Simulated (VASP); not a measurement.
Wanted: the native input for a VASP 6.6.1 run.

```
Task                   : single point
Functional             : PBEsol
Potentials or basis    : VASP PAW PBE potentials, release 64 (Ba_sv, Zr_sv, O)
Cutoff                 : 600 eV
k mesh                 : 6 × 6 × 6
Occupations            : gaussian, width 0.02 eV
Spin                   : no spin polarisation
Dipole correction      : no
Further INCAR settings : ALGO = Normal; EDIFF = 1e-06; NBANDS = 28
```

The structure of BaZrO3 lies in POSCAR:

```
BaZrO3
1.0
    4.1807189598      0.0000000000      0.0000000000
    0.0000000000      4.1807189598      0.0000000000
    0.0000000000      0.0000000000      4.1807189598
Ba Zr O
1 1 3
Direct
    0.0000000000      0.0000000000      0.0000000000
    0.5000000000      0.5000000000      0.5000000000
    0.5000000000      0.5000000000      0.0000000000
    0.0000000000      0.5000000000      0.5000000000
    0.5000000000      0.0000000000      0.5000000000
```

The input as run:

INCAR

```
SYSTEM = BaZrO3
PREC = Accurate ; ENCUT = 600
EDIFF = 1E-6 ; ISMEAR = 0
SIGMA = 0.02 ; LREAL = .False.
LASPH = .True. ; NELM = 120
ALGO = Normal ; ISIF = 2
LWAVE = .False. ; LCHARG = .False.
GGA = PS ; NBANDS = 28
GGA_COMPAT = .False.
```

KPOINTS

```
regular mesh
0
Gamma
  6 6 6
  0 0 0
```

Potentials or basis: VASP PAW PBE potentials, release 64 (Ba_sv, Zr_sv, O).

Launch:

```console
$ cat potpaw_PBE.64/Ba_sv/POTCAR potpaw_PBE.64/Zr_sv/POTCAR potpaw_PBE.64/O/POTCAR > POTCAR
$ mpirun -np 1 vasp_std > vasp.out
```

It gave:

```json
{"Pressure": "1.0 GPa", "Band gap on the k mesh": "3.12 eV (least direct gap 3.34 eV)"}
```

Caveat: the PAW data sets were made with another functional, which shifts forces and pressure a little; spin-orbit coupling is left out, which moves the levels of the heavy elements.

It took 48 s on 1 thread of Intel(R) Xeon(R) Platinum 8259CL CPU @ 2.50GHz (Skylake/Cascade Lake), with other jobs on the host, peak memory 0.23 GiB.
